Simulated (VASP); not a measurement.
# Cu (Fm-3m) in VASP: a series of runs

Runs on Cu. Level: LDA. Tasks: single point.

Everything below comes from runs of VASP 6.6.1. Logs are shortened: lines on timing, memory, paths and dates and some standing lists are left out, and cuts for length are marked.

**1. The cell of the first run**

Symmetry: Fm-3m, No. 225, cubic system. Conventional cell: a = 3.518 Å, b = 3.518 Å, c = 3.518 Å, α = 90.00°, β = 90.00°, γ = 90.00°. Cu (site symmetry m-3m) has 12 Cu at 2.49 Å within 3.3 Å.

**2. Single point, LDA**

Input file INCAR:

```
  PREC = Accurate
  ENCUT = 520
  EDIFF = 1E-6
  ISMEAR = 0
  SIGMA = 0.2
  LREAL = False
  LASPH = True
  NELM = 100
  ALGO = Normal
  ISIF = 2
  LWAVE = False
  LCHARG = False
  GGA = CA
  NBANDS = 12
```

Input file KPOINTS:

```
regular mesh
0
Gamma
  15 15 15
```

Input file POSCAR:

```
Cu
1.0
    0.0000000000      1.7588202533      1.7588202533
    1.7588202533      0.0000000000      1.7588202533
    1.7588202533      1.7588202533      0.0000000000
Cu
1
Direct
    0.0000000000      0.0000000000      0.0000000000
```

Potentials or basis: VASP PAW LDA potentials, release 64 (Cu).

The run is started by

```
cat potpaw_LDA.64/Cu/POTCAR > POTCAR
mpirun -np 1 vasp_std > vasp.out
```

OUTCAR:

```text
PREC = Accurate
   ENCUT = 520
   EDIFF = 1E-6
   ISMEAR = 0
   LREAL = False
   LASPH = True
   NELM = 100
   ISIF = 2
   GGA = CA

 ion  position               nearest neighbor table
   1  0.000  0.000  0.000-

  LATTYP: Found a face centered cubic cell.
 ALAT       =     3.5176405066

  Lattice vectors:

 A1 = (   0.0000000000,   1.7588202533,   1.7588202533)
 A2 = (   1.7588202533,   0.0000000000,   1.7588202533)
 A3 = (   1.7588202533,   1.7588202533,   0.0000000000)

Analysis of symmetry for initial positions (statically):
=====================================================================
 Subroutine PRICEL returns:
 Original cell was already a primitive cell.

 Routine SETGRP: Setting up the symmetry group for a
 face centered cubic supercell.

 Subroutine GETGRP returns: Found 48 space group operations
 (whereof 48 operations were pure point group operations)
 out of a pool of 48 trial point group operations.

The static configuration has the point symmetry O_h .

Analysis of symmetry for dynamics (positions and initial velocities):
=====================================================================
 Subroutine PRICEL returns:
 Original cell was already a primitive cell.

 Routine SETGRP: Setting up the symmetry group for a
 face centered cubic supercell.

 Subroutine GETGRP returns: Found 48 space group operations
 (whereof 48 operations were pure point group operations)
 out of a pool of 48 trial point group operations.

The dynamic configuration has the point symmetry O_h .

 Subroutine INISYM returns: Found 48 space group operations
 (whereof 48 operations are pure point group operations),
 and found     1 'primitive' translations

----------------------------------------------------------------------------------------

                                     Primitive cell

  volume of cell :      10.8816

  direct lattice vectors                    reciprocal lattice vectors
     0.000000000  1.758820253  1.758820253    -0.284281466  0.284281466  0.284281466
     1.758820253  0.000000000  1.758820253     0.284281466 -0.284281466  0.284281466
     1.758820253  1.758820253  0.000000000     0.284281466  0.284281466 -0.284281466

  length of vectors
     2.487347456  2.487347456  2.487347456     0.492389943  0.492389943  0.492389943

  position of ions in fractional coordinates (direct lattice)
     0.000000000  0.000000000  0.000000000

  ion indices of the primitive-cell ions
   primitive index   ion index
                 1           1

----------------------------------------------------------------------------------------

 KPOINTS: regular mesh

Automatic generation of k-mesh.
 Grid dimensions read from file:
 generate k-points for:   15   15   15

 Generating k-lattice:

  Cartesian coordinates                     Fractional coordinates (reciprocal lattice)
    -0.018952098  0.018952098  0.018952098     0.066666667  0.000000000  0.000000000
     0.018952098 -0.018952098  0.018952098     0.000000000  0.066666667  0.000000000
     0.018952098  0.018952098 -0.018952098     0.000000000  0.000000000  0.066666667

  Length of vectors
     0.032825996  0.032825996  0.032825996

  Shift w.r.t. Gamma in fractional coordinates (k-lattice)
     0.000000000  0.000000000  0.000000000

 Subroutine IBZKPT returns following result:
 ===========================================

 Found    120 irreducible k-points:

 Following reciprocal coordinates:
            Coordinates               Weight
  0.000000  0.000000  0.000000      1.000000
  0.066667  0.000000  0.000000      8.000000
  0.133333  0.000000  0.000000      8.000000
  0.200000  0.000000  0.000000      8.000000
  0.266667  0.000000  0.000000      8.000000
  0.333333  0.000000  0.000000      8.000000
[... 16 lines left out ...]
  0.133333  0.133333  0.000000      6.000000
  0.200000  0.133333  0.000000     24.000000
 [... further k-points ...]
   k-points           NKPTS =    120   k-points in BZ     NKDIM =    120   number of bands    NBANDS=     12
   number of dos      NEDOS =    301   number of ions     NIONS =      1
   total plane-waves  NPLWV =   5832
   dimension x,y,z NGX =    18 NGY =   18 NGZ =   18
   dimension x,y,z NGXF=    36 NGYF=   36 NGZF=   36
   ions per type =               1
   NGX,Y,Z   is equivalent  to a cutoff of  12.03, 12.03, 12.03 a.u.
   NGXF,Y,Z  is equivalent  to a cutoff of  24.06, 24.06, 24.06 a.u.
 SYSTEM =  unknown system
   PREC   = accura    normal or accurate (medium, high low for compatibility)
   ISTART =      0    job   : 0-new  1-cont  2-samecut
   ICHARG =      2    charge: 1-file 2-atom 10-const
   ISPIN  =      1    spin polarized calculation?
   LNONCOLLINEAR =      F non collinear calculations
   LSORBIT =      F    spin-orbit coupling
   LASPH  =      T    aspherical Exc in radial PAW
   ENCUT  =  520.0 eV  38.22 Ry    6.18 a.u.   4.62  4.62  4.62*2*pi/ulx,y,z
   NELM   =    100;   NELMIN=  2; NELMDL= -5     # of ELM steps
   EDIFF  = 0.1E-05   stopping-criterion for ELM
   LREAL  =      F    real-space projection
   EDIFFG = 0.1E-04   stopping-criterion for IOM
   NSW    =      0    number of steps for IOM
   IBRION =     -1    ionic relax: 0-MD 1-quasi-New 2-CG
   NFREE  =      0    steps in history (QN), initial steepest desc. (CG)
   ISIF   =      2    stress and relaxation
   ISYM   =      2    0-nonsym 1-usesym 2-fastsym
   POTIM  = 0.5000    time-step for ionic-motion
   TEBEG  =    0.0;   TEEND  =   0.0 temperature during run
   PSTRESS=    0.0 pullay stress
   NELECT =      11.0000    total number of electrons
   NUPDOWN=      -1.0000    fix difference up-down
   EMIN   =  10.00;   EMAX   =-10.00  energy-range for DOS
   EFERMI =   0.00;   METHOD = LEGACY
   ISMEAR =     0;   SIGMA  =   0.20  broadening in eV -4-tet -1-fermi 0-gaus
   EFERMI_NEDOS =   21; number of points for ismear=-14 and -15
   IALGO  =     38    algorithm
   IMIX   =      4    mixing-type and parameters
     AMIX     =   0.40;   BMIX     =  1.00
     AMIX_MAG =   1.60;   BMIX_MAG =  1.00
  volume/ion in A,a.u.               =      10.88        73.43
  Fermi-wavevector in a.u.,A,eV,Ry     =   1.643013  3.104844 36.728804  2.699491
  Thomas-Fermi vector in A             =   2.733219
   LORBIT       =      0    0 simple, 1 ext, 2 COOP (PROOUT), +10 PAW based schemes
   GGA     = CA    functional components
   LHFCALC =     F    Hartree Fock is set to
   AEXX    =    0.0000 exact exchange contribution
   IVDW    =     0    specifies the selected vdW correction
   LEPSILON=     F    determine dielectric tensor
   LRPA    =     F    only Hartree local field effects (RPA)
 non-spin polarized calculation
 Gauss-broadening in eV      SIGMA  =   0.20
  energy-cutoff  :      520.00
  volume of cell :       10.88
 maximum number of plane-waves:       303
   NGX =  9   NGY =  9   NGZ =  9

 number of electron      10.9999994 magnetization

 Free energy of the ion-electron system (eV)
  ---------------------------------------------------
  ext. energy  EPLUGINS =         0.00000000
  ---------------------------------------------------
  free energy    TOTEN  =        -4.71022235 eV

  energy without entropy =       -4.70427413  energy(sigma->0) =       -4.70724824

 E-fermi :   8.5052     XC(G=0): -13.5889

 val. band max:        8.4876490532   @ k =  -0.4667   0.1333   0.0667
 cond. band min:       8.6419172196   @ k =   0.4667   0.2667   0.0000
 fundamental gap:      0.1542681663
 Fermi energy:         8.5051735836

 k-point     1 :       0.0000    0.0000    0.0000
  band No.  band energies     occupation
      1      -1.5787      2.00000
      2       5.0660      2.00000
      3       5.0660      2.00000
      4       5.0660      2.00000
      5       6.0162      2.00000
      6       6.0162      2.00000
      7      31.7374      0.00000
      8      34.8618      0.00000
      9      34.8618      0.00000
     10      34.8618      0.00000
     11      37.4794      0.00000
     12      37.4794      0.00000

 k-point     2 :       0.0667    0.0000    0.0000
  band No.  band energies     occupation
      1      -1.4071      2.00000
      2       5.0267      2.00000
      3       5.1005      2.00000
      4       5.1005      2.00000
      5       6.0024      2.00000
      6       6.0024      2.00000
      7      30.8395      0.00000
      8      33.1133      0.00000
      9      34.3700      0.00000
     10      34.3700      0.00000
     11      38.1963      0.00000
     12      38.1963      0.00000

 k-point     3 :       0.1333    0.0000    0.0000
  band No.  band energies     occupation
      1      -0.9015      2.00000
      2       4.9254      2.00000
      3       5.1834      2.00000
      4       5.1834      2.00000
      5       5.9807      2.00000
      6       5.9807      2.00000
      7      27.6782      0.00000
      8      32.4903      0.00000
      9      33.5542      0.00000
     10      33.5542      0.00000
     11      39.3394      0.00000
     12      39.4980      0.00000
[... 286 lines left out ...]
 k-point    23 :       0.1333    0.1333    0.0000
  band No.  band energies     occupation
      1      -0.6789      2.00000
      2       4.7893      2.00000
      3       5.2944      2.00000
      4       5.2944      2.00000
      5       5.7727      2.00000
      6       6.1180      2.00000
      7      29.9490      0.00000
      8      30.4464      0.00000
      9      30.4464      0.00000
     10      32.2105      0.00000
     11      37.6520      0.00000
     12      41.2077      0.00000

 k-point    24 :       0.2000    0.1333    0.0000
  band No.  band energies     occupation
      1      -0.0879      2.00000
      2       4.6530      2.00000
      3       5.3744      2.00000
      4       5.4052      2.00000
      5       5.7268      2.00000
      6       6.1747      2.00000
      7      26.9156      0.00000
      8      29.3252      0.00000
      9      30.2700      0.00000
     10      32.5020      0.00000
     11      35.8625      0.00000
     12      41.2863      0.00000

 [... further k-points ...]
[... 5 lines left out ...]
  --------------------------------------------------------------------------------------
  -------------------------------------------------------------------------------------
  Total        0.0565553      0.0565553      0.0565553     -0.0000000     -0.0000000     -0.0000000
  in kB        8.3270246      8.3270246      8.3270246     -0.0000000     -0.0000000     -0.0000000
  external PRESSURE =       8.3270246 kB  Pullay stress =       0.0000000 kB

 VOLUME and BASIS-vectors are now :
 -----------------------------------------------------------------------------
  energy-cutoff  :      520.00
  volume of cell :       10.88
      direct lattice vectors                 reciprocal lattice vectors
     0.000000000  1.758820253  1.758820253    -0.284281466  0.284281466  0.284281466
     1.758820253  0.000000000  1.758820253     0.284281466 -0.284281466  0.284281466
     1.758820253  1.758820253  0.000000000     0.284281466  0.284281466 -0.284281466

 POSITION                                       TOTAL-FORCE (eV/Angst)
 -----------------------------------------------------------------------------------
      0.00000      0.00000      0.00000         0.000000      0.000000      0.000000
 -----------------------------------------------------------------------------------
    total drift:                                0.000000     -0.000000      0.000000

  FREE ENERGIE OF THE ION-ELECTRON SYSTEM (eV)
  ---------------------------------------------------
  free  energy   TOTEN  =        -4.7102223453 eV

  energy  without entropy=       -4.7042741305  energy(sigma->0) =       -4.70724824
```

Wall time 8.1 s (1 thread of Intel Xeon 6975P-C, shared host); peak memory 0.12 GiB.

Results:

- Free energy: -4.7102 eV
- Pressure: 0.8 GPa

**3. Single point, LDA**

Input file INCAR:

```
SYSTEM = Cu
ALGO = Normal
EDIFF = 1E-7
ENCUT = 520
ISIF = 2
ISMEAR = 0
LASPH = .True.
LCHARG = .False.
LREAL = .False.
LWAVE = .False.
NBANDS = 12
NELM = 60
PREC = Accurate
SIGMA = 0.3
```

Input file KPOINTS:

```
k-points
0
Gamma
  15 15 15
  0 0 0
```

POSCAR is that of step 2.

Potentials or basis: VASP PAW LDA potentials, release 64 (Cu).

The run is started by

```
cat potpaw_LDA.64/Cu/POTCAR > POTCAR
mpirun -np 1 vasp_std > vasp.out
```

Wall time 8.5 s (1 thread of Intel Xeon 6975P-C, shared host); peak memory 0.12 GiB.

The run converged. Its results:

```
Free energy : -4.7138 eV
Pressure    : 0.9 GPa
```

Levels at points of the mesh, in eV from the Fermi level:
| k point | band 2 | band 3 | band 4 | band 5 | band 6 | band 7 | band 8 | band 9 | band 10 | band 11 |
| --- | --- | --- | --- | --- | --- | --- | --- | --- | --- | --- |
| (0.00, 0.00, 0.00) | -3.42 | -3.42 | -3.42 | -2.47 | -2.47 | 23.25 | 26.38 | 26.38 | 26.38 | 29.00 |

**4. Single point, LDA**

Input file INCAR:

```
SYSTEM = Cu
PREC     = Accurate       ! precision mode
ENCUT    = 520            ! plane-wave cutoff, eV
EDIFF    = 1E-6           ! SCF threshold, eV
ISMEAR   = 0              ! smearing method
SIGMA    = 0.6            ! smearing width, eV
LREAL    = .FALSE.        ! projectors in reciprocal space
LASPH    = .TRUE.         ! aspherical terms in the spheres
NELM     = 100            ! most SCF steps
ALGO     = Normal         ! electronic algorithm
ISIF     = 2              ! what is computed and relaxed
LWAVE    = .FALSE.        ! write WAVECAR
LCHARG   = .FALSE.        ! write CHGCAR
GGA      = CA             ! functional
NBANDS   = 12             ! bands
```

Input file KPOINTS:

```
Automatic mesh
0
G
  15 15 15
  0 0 0
```

POSCAR is that of step 3.

Potentials or basis: VASP PAW LDA potentials, release 64 (Cu).

The run is started by

```
cat potpaw_LDA.64/Cu/POTCAR > POTCAR
mpirun -np 1 vasp_std > vasp.out
```

OUTCAR:

```text
SYSTEM = Cu
   PREC = Accurate
   ENCUT = 520
   EDIFF = 1E-6
   ISMEAR = 0
   LREAL = .FALSE.
   LASPH = .TRUE.
   NELM = 100
   ISIF = 2
   GGA = CA

 ion  position               nearest neighbor table
   1  0.000  0.000  0.000-

  LATTYP: Found a face centered cubic cell.
 ALAT       =     3.5176405066

  Lattice vectors:

 A1 = (   0.0000000000,   1.7588202533,   1.7588202533)
 A2 = (   1.7588202533,   0.0000000000,   1.7588202533)
 A3 = (   1.7588202533,   1.7588202533,   0.0000000000)

Analysis of symmetry for initial positions (statically):
[... 530 lines left out ...]
      6       6.1717      2.00000
      7      26.9152      0.00000
      8      29.3248      0.00000
      9      30.2699      0.00000
     10      32.5020      0.00000
     11      35.8618      0.00000
     12      41.2862      0.00000

 [... further k-points ...]
[... 5 lines left out ...]
  --------------------------------------------------------------------------------------
  -------------------------------------------------------------------------------------
  Total        0.0785871      0.0785871      0.0785871      0.0000000     -0.0000000      0.0000000
  in kB       11.5709072     11.5709072     11.5709072      0.0000000     -0.0000000      0.0000000
  external PRESSURE =      11.5709072 kB  Pullay stress =       0.0000000 kB

 VOLUME and BASIS-vectors are now :
 -----------------------------------------------------------------------------
  energy-cutoff  :      520.00
  volume of cell :       10.88
      direct lattice vectors                 reciprocal lattice vectors
     0.000000000  1.758820253  1.758820253    -0.284281466  0.284281466  0.284281466
     1.758820253  0.000000000  1.758820253     0.284281466 -0.284281466  0.284281466
     1.758820253  1.758820253  0.000000000     0.284281466  0.284281466 -0.284281466

 POSITION                                       TOTAL-FORCE (eV/Angst)
 -----------------------------------------------------------------------------------
      0.00000      0.00000      0.00000        -0.000000      0.000000     -0.000000
 -----------------------------------------------------------------------------------
    total drift:                                0.000000     -0.000000      0.000000

  FREE ENERGIE OF THE ION-ELECTRON SYSTEM (eV)
  ---------------------------------------------------
  free  energy   TOTEN  =        -4.7328805851 eV

  energy  without entropy=       -4.6811841858  energy(sigma->0) =       -4.70703239
```

OSZICAR:

```text
N       E                     dE             d eps       ncg     rms          rms(c)
DAV:   1     0.408092069567E+02    0.40809E+02   -0.53960E+03  3252   0.161E+03
DAV:   2    -0.441487805438E+01   -0.45224E+02   -0.41484E+02  2968   0.209E+02
DAV:   3    -0.575687359053E+01   -0.13420E+01   -0.13212E+01  3332   0.403E+01
DAV:   4    -0.576561719104E+01   -0.87436E-02   -0.87424E-02  3240   0.283E+00
DAV:   5    -0.576569947452E+01   -0.82283E-04   -0.82282E-04  3440   0.283E-01    0.813E+00
DAV:   6    -0.511897707458E+01    0.64672E+00   -0.15014E+01  3448   0.772E+01    0.380E+00
DAV:   7    -0.475086520538E+01    0.36811E+00   -0.22845E+00  3452   0.299E+01    0.640E-01
DAV:   8    -0.473447664080E+01    0.16389E-01   -0.60584E-03  3456   0.103E+00    0.290E-01
DAV:   9    -0.473286679908E+01    0.16098E-02   -0.73562E-03  3588   0.149E+00    0.140E-02
DAV:  10    -0.473287856045E+01   -0.11761E-04   -0.24709E-05  3428   0.692E-02    0.473E-03
DAV:  11    -0.473288058172E+01   -0.20213E-05   -0.58097E-07  2400   0.105E-02    0.469E-04
DAV:  12    -0.473288058507E+01   -0.33469E-08   -0.64712E-08  1776   0.301E-03
   1 F= -.47328806E+01 E0= -.47070324E+01  d E =-.516964E-01
```

It took 8.4 s on 1 thread of Intel Xeon 6975P-C, shared host; peak memory 0.12 GiB.

What came out:

```yaml
Free_energy: -4.7329 eV
Pressure: 1.2 GPa
```

**5. Overview**

| smearing | gap on the mesh (eV) | pressure (GPa) |
| --- | --- | --- |
| gaussian 0.2 eV | none | 0.8 |
| gaussian 0.3 eV | none | 0.9 |
| gaussian 0.6 eV | none | 1.2 |

Alike in all rows: task single point; level LDA; potentials or basis VASP PAW LDA potentials, release 64 (Cu); no spin polarisation; cell as given; k mesh 15 × 15 × 15; cutoff (eV) 520.

Every run on the cell as given and a fine mesh finds a metal.

Absolute energies hang on the potentials; compare differences alone.
